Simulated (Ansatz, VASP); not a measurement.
# AlNi: VASP beside Ansatz

```
CELL_PARAMETERS angstrom
1.79887 -1.79882 0.00000
1.79887 1.79882 0.00000
0.00000 0.00000 2.86887
ATOMIC_POSITIONS crystal
Al 0.00000 0.00000 0.00000
Ni 0.50000 0.50000 0.50000
```

Change from the starting cell: normal strain along x -0.1100, normal strain along y -0.1100.

Alike in both runs: task single point; functional PBEsol; k mesh 16 × 16 × 16; occupations gaussian, width 0.15 eV; no spin polarisation.

```csv
,VASP,Ansatz
version,VASP 6.6.1,Ansatz 0.2.0
potentials or method,"VASP PAW PBE potentials, release 64 (Al, Ni), cutoff 520 eV","scalar-relativistic, plane waves, PAW"
valence electrons in the cell,13,21
```

```csv
,VASP,Ansatz,Ansatz less VASP
gap on the k mesh at the Fermi level (eV),none,none,-
pressure (GPa),68.0,67.5,-0.43
"traceless stress, the component that is largest in VASP (GPa)",-7.95,-7.79,+0.160
```

VASP's potentials were made for PBE, not for PBEsol, and Ansatz warns of the same on its side. A gap of «none» marks a metal or a gap that the smearing closes. Both programs put the cell under a high pressure, so it lies far from rest at this level. VASP's potentials hold 13 valence electrons a cell and Ansatz's 21, so a difference there can come from the potentials and not from the codes. Ansatz's warnings: near symmetry operations not taken.

Noted on VASP's run: the cell as given lies far from equilibrium.
